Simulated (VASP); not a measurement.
Write the native input for VASP 6.6.1 that does the following.

```
Task                   : single point
Functional             : PBE
Potentials or basis    : VASP PAW PBE potentials, release 64 (Al, N)
Cutoff                 : 520 eV
k mesh                 : 10 × 10 × 10
Occupations            : gaussian, width 0.02 eV
Spin                   : no spin polarisation
Dipole correction      : no
Further INCAR settings : ALGO = Normal; EDIFF = 1e-07; NBANDS = 11
```

The structure of AlN lies in POSCAR:

```
AlN
1.0
    0.0000000000      2.2014939931      2.2014939931
    2.2014939931      0.0000000000      2.2014939931
    2.2014939931      2.2014939931      0.0000000000
Al N
1 1
Direct
    0.2500000000      0.2500000000      0.2500000000
    0.5000000000      0.5000000000      0.5000000000
```

These files were run (other wordings do the same):

INCAR

```
PREC = Accurate
ENCUT = 520
EDIFF = 1E-7
ISMEAR = 0
SIGMA = 0.02
LREAL = F
LASPH = T
NELM = 80
ALGO = Normal
ISIF = 2
LWAVE = F
LCHARG = F
GGA = PE
NBANDS = 11
```

KPOINTS

```
Automatic mesh
0
Gamma
  10 10 10
```

Potentials or basis: VASP PAW PBE potentials, release 64 (Al, N).

Command:

```bash
$ cat potpaw_PBE.64/Al/POTCAR potpaw_PBE.64/N/POTCAR > POTCAR
$ mpirun -np 1 vasp_std > vasp.out
```

Results of the run:

The pressure is -0.2 GPa. The band gap on the k mesh is 3.31 eV, indirect (least direct gap 3.99 eV).

It took 5.5 s on 1 thread of Intel(R) Xeon(R) Platinum 8488C (Sapphire Rapids), with other jobs on the host, peak memory 0.13 GiB.
